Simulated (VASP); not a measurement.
Set up this calculation in VASP 6.6.1, as the native input.

- Task: relaxation of cell and atoms
- Functional: PBEsol
- Dispersion: D3(BJ)
- Potentials or basis: VASP PAW PBE potentials, release 64 (Li_sv)
- Cutoff: 600 eV
- k mesh: 7 × 7 × 4
- Occupations: methfessel-paxton, width 0.1 eV
- Spin: no spin polarisation
- Dipole correction: no
- Further INCAR settings: ALGO = Normal; EDIFF = 1e-06; IBRION = 2; EDIFFG = -0.01; NSW = 60; ISIF = 3

The structure of Li lies in POSCAR:

```
Li
1.0
    3.1110000000      0.0000000000      0.0000000000
   -1.5555000000      2.6942050300      0.0000000000
    0.0000000000      0.0000000000      5.0930000000
Li
2
Direct
    0.3333333333      0.6666666667      0.2500000000
    0.6666666667      0.3333333333      0.7500000000
```

One way to write it, as run:

INCAR

```
PREC = Accurate ; ENCUT = 600
EDIFF = 1E-6 ; ISMEAR = 1
SIGMA = 0.1 ; LREAL = F
LASPH = T ; NELM = 60
ALGO = Normal ; ISIF = 3
LWAVE = F ; LCHARG = F
GGA = PS ; IVDW = 12
IBRION = 2 ; NSW = 60
EDIFFG = -0.01
```

KPOINTS

```
regular mesh
0
Gamma
  7 7 4
```

Potentials or basis: VASP PAW PBE potentials, release 64 (Li_sv).

Run with:

```console
$ cat potpaw_PBE.64/Li_sv/POTCAR > POTCAR
$ mpirun -np 1 vasp_std > vasp.out
```

Results of the run:

The relaxed volume is 18.12 Å³/atom. The relaxed cell is a = 2.936 Å, b = 2.936 Å, c = 4.855 Å, α = 90.00°, β = 90.00°, γ = 120.00° and the space group after relaxing (to 0.05 Å) is P6_3/mmc (No. 194). The energy gained by relaxing is 21.0 meV/atom, the ionic steps are 4 and the pressure after relaxing is 0.1 GPa. The band gap on the k mesh is zero (band 3 reaches 2.37 eV, above the bottom of band 4 at -1.62 eV). The dispersion energy per atom is -0.167 eV.

Caveat: the cutoff is under 1.25 times the usual one of these potentials, so pressure, stress and relaxed cells hold a basis-set (Pulay) error; the volume moved by over 15 % at a fixed basis, so the end points are rough; the PAW data sets were made with another functional, which shifts forces and pressure a little; the volume moved by -15 % from the deposited cell, more than functionals usually miss; pairwise dispersion overbinds metals, which lowers pressure and volume.

It took 17 s on 1 thread of AMD EPYC 9R14 (Zen 4), on a shared host, peak memory 0.14 GiB.
